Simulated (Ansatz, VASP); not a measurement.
## One calculation of Al3GaN4, two programs

POSCAR

```
Al3GaN4
1.0
    5.0380821985      0.0000000000      0.0000609633
    0.0000000000      3.1249488273      0.0000000000
   -0.0032907418      0.0000000000      5.4103929818
Al Ga N
3 1 4
Direct
    0.4840668329      0.5000000000      0.1565072557
    0.0006683705      0.5000000000      0.8349019374
    0.0010043255      0.0000000000      0.3316444641
    0.4994946875      0.0000000000      0.6662044640
    0.1107069781      0.0000000000      0.6663170124
    0.1226755900      0.5000000000      0.1671322918
    0.6254135993      0.5000000000      0.8406810063
    0.6234137866      0.0000000000      0.3258647496
```

File INCAR.step1:

```
SYSTEM = Al3GaN4
PREC     = Accurate       ! precision mode
ENCUT    = 520            ! plane-wave cutoff, eV
ISMEAR   = 0              ! smearing method
SIGMA    = 0.05           ! smearing width, eV
LREAL    = .False.        ! projectors in reciprocal space
LASPH    = .True.         ! aspherical terms in the spheres
NELM     = 60             ! most SCF steps
NBANDS   = 31             ! bands
GGA      = PE             ! functional
ALGO     = Normal         ! electronic algorithm
EDIFF    = 1E-4           ! SCF threshold, eV
LWAVE    = .True.         ! write WAVECAR
LCHARG   = .False.        ! write CHGCAR
```

File INCAR.step2:

```
SYSTEM = Al3GaN4
PREC     = Accurate       ! precision mode
ENCUT    = 520            ! plane-wave cutoff, eV
EDIFF    = 1E-6           ! SCF threshold, eV
ISMEAR   = 0              ! smearing method
SIGMA    = 0.05           ! smearing width, eV
LREAL    = .False.        ! projectors in reciprocal space
LASPH    = .True.         ! aspherical terms in the spheres
NELM     = 60             ! most SCF steps
ALGO     = Normal         ! electronic algorithm
ISIF     = 2              ! what is computed and relaxed
LWAVE    = .False.        ! write WAVECAR
LCHARG   = .False.        ! write CHGCAR
METAGGA  = R2SCAN         ! meta-GGA
LMIXTAU  = .True.       
NBANDS   = 31             ! bands
ISTART   = 1
```

File KPOINTS:

```
Automatic mesh
0
Gamma
  6 8 4
  0 0 0
```

Input for Ansatz:

```yaml
crystal:
  lattice:
    - [5.0380821985, 0.0, 6.09633e-05]
    - [0.0, 3.1249488273, 0.0]
    - [-0.0032907418, 0.0, 5.4103929818]
  atoms:
    - { symbol: Al, position: [0.4840668329, 0.5, 0.1565072557] }
    - { symbol: Al, position: [0.0006683705, 0.5, 0.8349019374] }
    - { symbol: Al, position: [0.0010043255, 0.0, 0.3316444641] }
    - { symbol: Ga, position: [0.4994946875, 0.0, 0.666204464] }
    - { symbol: "N", position: [0.1107069781, 0.0, 0.6663170124] }
    - { symbol: "N", position: [0.12267559, 0.5, 0.1671322918] }
    - { symbol: "N", position: [0.6254135993, 0.5, 0.8406810063] }
    - { symbol: "N", position: [0.6234137866, 0.0, 0.3258647496] }
basis:
  ecutwfc: 500
kpoints:
  mp_grid: { grid: [6, 8, 4] }
hamiltonian:
  xc: r2scan
scf:
  occupations: { method: gaussian, width: 0.05 }
output:
  forces: true
  stress: true
  eigenvalues: true
  write_density: true
  write_potential: true
  elf: true
  volumetric_format: npy
```

Alike in both runs: task single point; functional r2SCAN; k mesh 6 × 8 × 4; occupations gaussian, width 0.05 eV; no spin polarisation.

|  | VASP | Ansatz |
| --- | --- | --- |
| version | VASP 6.6.1 | Ansatz 0.2.0 |
| potentials or method | VASP PAW PBE potentials, release 64 (Al, Ga_d, N), cutoff 520 eV | scalar-relativistic, plane waves, PAW |
| valence electrons in the cell | 42 | 42 |

|  | VASP | Ansatz | Ansatz less VASP |
| --- | --- | --- | --- |
| gap on the k mesh at the Fermi level (eV) | 4.03 | 4.01 | -0.019 |
| least direct gap on the mesh (eV) | 4.03 | 4.01 | -0.019 |
| pressure (GPa) | 0.4 | 0.4 | -0.01 |
| traceless stress, the component that is largest in VASP (GPa) | 2.00 | 1.96 | -0.043 |
| rms of the force components (eV/Å) | 0.543 | 0.537 | -0.0055 |

VASP's potentials were made for PBE, not for r2SCAN. Atom by atom the forces differ by 0.029 eV/Å (rms over components). The functional is the same, so the differences come from potentials, cutoffs and numerics.
